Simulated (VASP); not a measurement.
Runs of VASP 6.6.1 on FeO. The structure is that of space group P4_2/mmc (No. 131), or close to it. The cells are those of the table. 

```csv
cell,gap on the mesh (eV),pressure (GPa),moment (μB)
"a = 3.025, b = 3.025, c = 5.428 Å, 4 atoms",none,(c),7.36
"a = 3.086, b = 3.086, c = 5.536 Å, 4 atoms",none,-11.5,(b)
"a = 3.066, b = 3.066, c = 5.500 Å, 4 atoms",none,-9.9,7.76
"a = 3.046, b = 3.046, c = 5.464 Å, 4 atoms",none,-8.5,7.62
"a = 2.984, b = 2.984, c = 5.353 Å, 4 atoms",none,-7.7,6.46
"a = 3.106, b = 3.106, c = 5.571 Å, 4 atoms",none,(a),7.89
"a = 3.005, b = 3.005, c = 5.390 Å, 4 atoms",none,-7.9,6.88
```

Alike in all rows: task single point; level PBE; potentials or basis VASP PAW PBE potentials, release 64 (Fe, O); spin collinear, ferromagnetic start; k mesh 9 × 9 × 5; cutoff (eV) 520; smearing fermi-dirac 0.05 eV.

Estimate the missing entries.

(a) -13.0; (b) 7.84; (c) -7.6.

Caveats: semilocal functionals often make such compounds metallic where correlation or magnetic order opens a gap, which also shifts bond lengths; only a ferromagnetic start was run, and an antiferromagnetic order may lie lower in energy.

A gap of «none» marks levels without a gap at the run's occupations.
